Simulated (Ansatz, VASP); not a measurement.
## Ru: VASP beside Ansatz

Contents of INCAR:

```
SYSTEM = Ru
PREC = Accurate
ENCUT = 520
EDIFF = 1E-7
ISMEAR = -1
SIGMA = 0.06
LREAL = .False.
LASPH = .True.
NELM = 80
ALGO = Normal
ISIF = 2
LWAVE = .False.
LCHARG = .False.
GGA = PE
NBANDS = 21
```

Contents of KPOINTS:

```
regular mesh
0
Gamma
  4 4 2
  0 0 0
```

POSCAR

```
Ru
1.0
    2.7058000000      0.0000000000      0.0000000000
   -1.3529000000      2.3432915376      0.0000000000
    0.0000000000      0.0000000000      4.2819000000
Ru
2
Direct
    0.6666666667      0.3333333333      0.7500000000
    0.3333333333      0.6666666667      0.2500000000
```

The input input.yaml:

```yaml
crystal:
  lattice:
    - [2.7058, 0.0, 0.0]
    - [-1.3529, 2.3432915376, 0.0]
    - [0.0, 0.0, 4.2819]
  atoms:
    - { symbol: Ru, position: [0.6666666667, 0.3333333333, 0.75] }
    - { symbol: Ru, position: [0.3333333333, 0.6666666667, 0.25] }
kpoints:
  mp_grid: { grid: [4, 4, 2] }
scf:
  occupations: { method: fermi_dirac, width: 0.06 }
hamiltonian:
  xc: pbe
  pseudopotentials: { kind: all_electron, lapw: { basis_error: 0.004 } }
output:
  forces: true
  stress: true
  eigenvalues: true
```

Alike in both runs: task single point; functional PBE; k mesh 4 × 4 × 2; occupations fermi-dirac, width 0.06 eV; no spin polarisation.

```csv
,VASP,Ansatz
version,VASP 6.6.1,Ansatz 0.2.0
potentials or method,"VASP PAW PBE potentials, release 64 (Ru_pv), cutoff 520 eV","all-electron LAPW, scalar-relativistic"
```

```csv
,VASP,Ansatz,Ansatz less VASP
gap on the k mesh at the Fermi level (eV),none,none,-
pressure (GPa),0.8,0.8,0.00
"traceless stress, the component that is largest in VASP (GPa)",-4.53,-4.53,+0.001
```

A gap of «none» marks a metal or a gap that the smearing closes. Ansatz ran all-electron here, and VASP with PAW potentials.

The k mesh is coarse, so the values compare programs but aren't converged. Noted on Ansatz's run: the k mesh is thin for a metal, which can move the energy by tens of meV per atom.
